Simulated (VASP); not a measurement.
# K (I4/mmm) in VASP: single point with PBEsol

Aim: the single point of K with PBEsol.

All numbers are computed with VASP 6.6.1; they aren't measurements. Logs are shortened: lines on timing, memory, paths and dates and some standing lists are left out, and cuts for length are marked.

### Step 1. The cell of the first run

The structure is tetragonal, space group I4/mmm (No. 139). The conventional cell has a = 5.498 Å, b = 5.498 Å, c = 5.367 Å, α = 90.00°, β = 90.00°, γ = 90.00°.

### Step 2. Single point, PBEsol (strain +0.050 along x and y, +0.025 along z)

File INCAR:

```
  ALGO = Fast
  EDIFF = 1E-6
  ENCUT = 520
  GGA = PS
  ISIF = 2
  ISMEAR = 0
  LASPH = T
  LCHARG = F
  LREAL = F
  LWAVE = F
  NBANDS = 10
  NELM = 60
  PREC = Accurate
  SIGMA = 0.15
```

File KPOINTS:

```
k-points
0
Gamma
  14 14 14
```

File POSCAR:

```
K
1.0
   -2.7489000000      2.7489000000      2.6834500000
    2.7489000000     -2.7489000000      2.6834500000
    2.7489000000      2.7489000000     -2.6834500000
K
1
Direct
    0.0000000000      0.0000000000      0.0000000000
```

Potentials or basis: VASP PAW PBE potentials, release 64 (K_sv).

Command:

```bash
$ cat potpaw_PBE.64/K_sv/POTCAR > POTCAR
$ mpirun -np 1 vasp_std > vasp.out
```

OUTCAR:

```text
EDIFF = 1E-6
   ENCUT = 520
   GGA = PS
   ISIF = 2
   ISMEAR = 0
   LASPH = T
   LREAL = F
   NELM = 60
   PREC = Accurate

 ion  position               nearest neighbor table
   1  0.000  0.000  0.000-

  LATTYP: Found a body centered tetragonal cell.
 ALAT       =     5.4978000000
 C/A-ratio  =     0.9761904762

  Lattice vectors:

 A1 = (  -2.7489000000,   2.7489000000,   2.6834500000)
 A2 = (   2.7489000000,  -2.7489000000,   2.6834500000)
 A3 = (   2.7489000000,   2.7489000000,  -2.6834500000)

Analysis of symmetry for initial positions (statically):
=====================================================================
 Subroutine PRICEL returns:
 Original cell was already a primitive cell.

 Routine SETGRP: Setting up the symmetry group for a
 body centered tetragonal supercell.

 Subroutine GETGRP returns: Found 16 space group operations
 (whereof 16 operations were pure point group operations)
 out of a pool of 16 trial point group operations.

The static configuration has the point symmetry D_4h.

Analysis of symmetry for dynamics (positions and initial velocities):
=====================================================================
 Subroutine PRICEL returns:
 Original cell was already a primitive cell.

 Routine SETGRP: Setting up the symmetry group for a
 body centered tetragonal supercell.

 Subroutine GETGRP returns: Found 16 space group operations
 (whereof 16 operations were pure point group operations)
 out of a pool of 16 trial point group operations.

The dynamic configuration has the point symmetry D_4h.

 Subroutine INISYM returns: Found 16 space group operations
 (whereof 16 operations are pure point group operations),
 and found     1 'primitive' translations

----------------------------------------------------------------------------------------

                                     Primitive cell

  volume of cell :      81.1094

  direct lattice vectors                    reciprocal lattice vectors
    -2.748900000  2.748900000  2.683450000     0.000000000  0.181890938  0.186327303
     2.748900000 -2.748900000  2.683450000     0.181890938  0.000000000  0.186327303
     2.748900000  2.748900000 -2.683450000     0.181890938  0.181890938  0.000000000

  length of vectors
     4.723749181  4.723749181  4.723749181     0.260388512  0.260388512  0.257232632

  position of ions in fractional coordinates (direct lattice)
     0.000000000  0.000000000  0.000000000
[... 81 lines left out ...]
   NFREE  =      0    steps in history (QN), initial steepest desc. (CG)
   ISIF   =      2    stress and relaxation
   ISYM   =      2    0-nonsym 1-usesym 2-fastsym
   POTIM  = 0.5000    time-step for ionic-motion
   TEBEG  =    0.0;   TEEND  =   0.0 temperature during run
   PSTRESS=    0.0 pullay stress
   NELECT =       9.0000    total number of electrons
   NUPDOWN=      -1.0000    fix difference up-down
   EMIN   =  10.00;   EMAX   =-10.00  energy-range for DOS
   EFERMI =   0.00;   METHOD = LEGACY
   ISMEAR =     0;   SIGMA  =   0.15  broadening in eV -4-tet -1-fermi 0-gaus
   EFERMI_NEDOS =   21; number of points for ismear=-14 and -15
   IALGO  =     68    algorithm
   IMIX   =      4    mixing-type and parameters
     AMIX     =   0.40;   BMIX     =  1.00
     AMIX_MAG =   1.60;   BMIX_MAG =  1.00
  volume/ion in A,a.u.               =      81.11       547.35
  Fermi-wavevector in a.u.,A,eV,Ry     =   0.786681  1.486611  8.420192  0.618867
  Thomas-Fermi vector in A             =   1.891268
   LORBIT       =      0    0 simple, 1 ext, 2 COOP (PROOUT), +10 PAW based schemes
   GGA     = PS    functional components
   LHFCALC =     F    Hartree Fock is set to
   AEXX    =    0.0000 exact exchange contribution
   IVDW    =     0    specifies the selected vdW correction
   LEPSILON=     F    determine dielectric tensor
   LRPA    =     F    only Hartree local field effects (RPA)
 non-spin polarized calculation
 RMM-DIIS sequential band-by-band and
 Gauss-broadening in eV      SIGMA  =   0.15
  energy-cutoff  :      520.00
  volume of cell :       81.11
 maximum number of plane-waves:      2202
   NGX = 17   NGY = 17   NGZ = 17

 number of electron       8.9999999 magnetization

 Free energy of the ion-electron system (eV)
  ---------------------------------------------------
  ext. energy  EPLUGINS =         0.00000000
  ---------------------------------------------------
  free energy    TOTEN  =        -1.12426328 eV

  energy without entropy =       -1.11516434  energy(sigma->0) =       -1.11971381

 E-fermi :  -0.3611     XC(G=0):  -5.4592

 val. band max:       -0.3638003316   @ k =  -0.0714  -0.4286   0.0714
 cond. band min:      -0.3547935031   @ k =   0.2857   0.2143   0.0000
 fundamental gap:      0.0090068285
 Fermi energy:        -0.3611020901

 k-point     1 :       0.0000    0.0000    0.0000
  band No.  band energies     occupation
      1     -32.4272      2.00000
      2     -15.9420      2.00000
      3     -15.9420      2.00000
      4     -15.9420      2.00000
      5      -2.3848      2.00000
      6       3.7577      0.00000
      7       3.8730      0.00000
      8       3.8730      0.00000
      9       4.6172      0.00000
     10       4.7691      0.00000
[... 287 lines left out ...]
 k-point    24 :       0.2857    0.1429    0.0000
  band No.  band energies     occupation
      1     -32.4249      2.00000
      2     -15.9805      2.00000
      3     -15.9571      2.00000
      4     -15.9453      2.00000
      5      -0.8178      1.99998
      6       1.5935      0.00000
      7       2.5064      0.00000
      8       4.2017      0.00000
      9       4.6003      0.00000
     10       5.1448      0.00000

 [... further k-points ...]

------------------------ aborting loop because EDIFF is reached ----------------------------------------

  FORCE on cell =-STRESS in cart. coord.  units (eV):
  Direction    XX          YY          ZZ          XY          YZ          ZX
  --------------------------------------------------------------------------------------
  -------------------------------------------------------------------------------------
  Total       -0.2019328     -0.2019328     -0.1935515      0.0000000      0.0000000      0.0000000
  in kB       -3.9888357     -3.9888357     -3.8232768      0.0000000      0.0000000      0.0000000
  external PRESSURE =      -3.9336494 kB  Pullay stress =       0.0000000 kB

 VOLUME and BASIS-vectors are now :
 -----------------------------------------------------------------------------
  energy-cutoff  :      520.00
  volume of cell :       81.11
      direct lattice vectors                 reciprocal lattice vectors
    -2.748900000  2.748900000  2.683450000     0.000000000  0.181890938  0.186327303
     2.748900000 -2.748900000  2.683450000     0.181890938  0.000000000  0.186327303
     2.748900000  2.748900000 -2.683450000     0.181890938  0.181890938  0.000000000

 POSITION                                       TOTAL-FORCE (eV/Angst)
 -----------------------------------------------------------------------------------
      0.00000      0.00000      0.00000         0.000000     -0.000000      0.000000
 -----------------------------------------------------------------------------------
    total drift:                               -0.000000     -0.000000      0.000000

  FREE ENERGIE OF THE ION-ELECTRON SYSTEM (eV)
  ---------------------------------------------------
  free  energy   TOTEN  =        -1.1242632765 eV

  energy  without entropy=       -1.1151643363  energy(sigma->0) =       -1.11971381
```

OSZICAR:

```text
N       E                     dE             d eps       ncg     rms          rms(c)
DAV:   1     0.455285139925E+02    0.45529E+02   -0.35015E+03  4880   0.676E+02
DAV:   2     0.593479229299E+00   -0.44935E+02   -0.44144E+02  5246   0.185E+02
DAV:   3    -0.107746076485E+01   -0.16709E+01   -0.16636E+01  7730   0.287E+01
DAV:   4    -0.112458367006E+01   -0.47123E-01   -0.46982E-01  6800   0.422E+00
DAV:   5    -0.112555944258E+01   -0.97577E-03   -0.97559E-03  7568   0.443E-01    0.169E+00
RMM:   6    -0.112437556686E+01    0.11839E-02   -0.21153E-03  6702   0.320E-01    0.111E+00
RMM:   7    -0.112415951490E+01    0.21605E-03   -0.50428E-03  7156   0.453E-01    0.736E-02
RMM:   8    -0.112422947033E+01   -0.69955E-04   -0.76441E-04  7762   0.240E-01    0.301E-02
RMM:   9    -0.112426121998E+01   -0.31750E-04   -0.92363E-05  7919   0.789E-02    0.158E-02
RMM:  10    -0.112426234287E+01   -0.11229E-05   -0.41600E-05  8032   0.396E-02    0.460E-03
RMM:  11    -0.112426327646E+01   -0.93358E-06   -0.68104E-06  7742   0.152E-02
   1 F= -.11242633E+01 E0= -.11197138E+01  d E =-.909894E-02
```

stdout:

```text
POSCAR found type information on POSCAR K
 POSCAR found :  1 types and       1 ions
 scaLAPACK will be used
 -----------------------------------------------------------------------------
|                                                                             |
|                                                                             |
|     You enforced a specific xc type in the INCAR file but a different       |
|     I HOPE YOU KNOW WHAT YOU ARE DOING!                                     |
|                                                                             |
 -----------------------------------------------------------------------------

 LDA part: xc-table for (Slater+PW92), standard interpolation
 POSCAR, INCAR and KPOINTS ok, starting setup
 FFT: planning ... GRIDC
 FFT: planning ... GRID_SOFT
 FFT: planning ... GRID
 WAVECAR not read
 entering main loop
WARNING in EDDRMM: call to ZHEGV failed, returncode =   8  4      6
```

Run time: 2.7 min. Hardware: 1 thread of AMD EPYC 7R13 (Zen 3), shared host; peak memory 0.3 GiB.

Results:

```
Free energy : -1.1243 eV
Pressure    : -0.4 GPa
```

Levels at points of the mesh, in eV from the Fermi level:
```tsv
k point	band 2	band 3	band 4	band 5	band 6	band 7	band 8	band 9
(0.00, 0.00, 0.00)	-15.58	-15.58	-15.58	-2.02	4.12	4.23	4.23	4.98
(0.50, 0.00, 0.00)	-15.63	-15.60	-15.58	0.46	0.66	3.08	4.68	5.56
(0.50, 0.50, 0.00)	-15.63	-15.60	-15.58	0.41	0.60	3.21	4.62	5.51
(0.50, 0.50, 0.50)	-15.62	-15.62	-15.61	1.68	1.75	3.13	3.13	3.39
```

Caveat: the cell differs from its parent crystal (strain +0.050 along x and y, +0.025 along z); the PAW data sets were made with another functional, which shifts forces and pressure a little.
